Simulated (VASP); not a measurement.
Input of a VASP 6.6.1 run:

File POSCAR:

```
AlN
1.0
    0.0000000000      2.1848999340      2.1848999340
    2.1848999340      0.0000000000      2.1848999340
    2.1848999340      2.1848999340      0.0000000000
Al N
1 1
Direct
    0.0000000000      0.0000000000      0.0000000000
    0.2500000000      0.2500000000      0.2500000000
```

INCAR.step1

```
PREC = Accurate ; ENCUT = 600
ISMEAR = 0 ; SIGMA = 0.01
LREAL = False ; LASPH = True
NELM = 60 ; GGA = PE
ALGO = Normal ; EDIFF = 1E-4
LWAVE = True ; LCHARG = False
```

File INCAR.step2:

```
PREC = Accurate ; ENCUT = 600
EDIFF = 1E-6 ; ISMEAR = 0
SIGMA = 0.01 ; LREAL = False
LASPH = True ; NELM = 60
ALGO = Normal ; ISIF = 3
LWAVE = False ; LCHARG = False
METAGGA = R2SCAN ; LMIXTAU = True
IBRION = 2 ; NSW = 100
EDIFFG = -0.002 ; PSTRESS = 70.0
ISTART = 1
```

Contents of KPOINTS:

```
Automatic mesh
0
Gamma
  8 8 8
```

Potentials or basis: VASP PAW PBE potentials, release 64 (Al, N).

The run is started by

```console
$ cat potpaw_PBE.64/Al/POTCAR potpaw_PBE.64/N/POTCAR > POTCAR
$ cp INCAR.step1 INCAR
$ mpirun -np 1 vasp_std > vasp.out
$ cp INCAR.step2 INCAR
$ mpirun -np 1 vasp_std > vasp.out
```

**Question.** What does it give for the relaxed volume?

**Answer.** 10.10 Å³/atom.

**Question.** Predict the relaxed cell.

**Answer.** a = 3.056 Å, b = 3.056 Å, c = 3.056 Å, α = 60.00°, β = 60.00°, γ = 60.00°.

**Question.** Predict the band gap on the k mesh.

**Answer.** 3.96 eV, indirect (least direct gap 5.19 eV).

**Question.** Predict the space group after relaxing (to 0.05 Å).

**Answer.** F-43m (No. 216).

The path:
```tsv
step	energy change (eV)	largest force (eV/Å)	pressure (GPa)	volume (Å³)
1	0.0000	0.0000	-0.34	20.86
2	0.0678	0.0000	16.57	19.45
3	0.0132	0.0000	6.85	20.20
4	0.0138	0.0000	7.00	20.19
```

Caveat: the cell is relaxed towards a set pressure, so the enthalpy falls and the energy may rise; the PAW data sets were made with another functional, which shifts forces and pressure a little. A k mesh can miss the band edges.
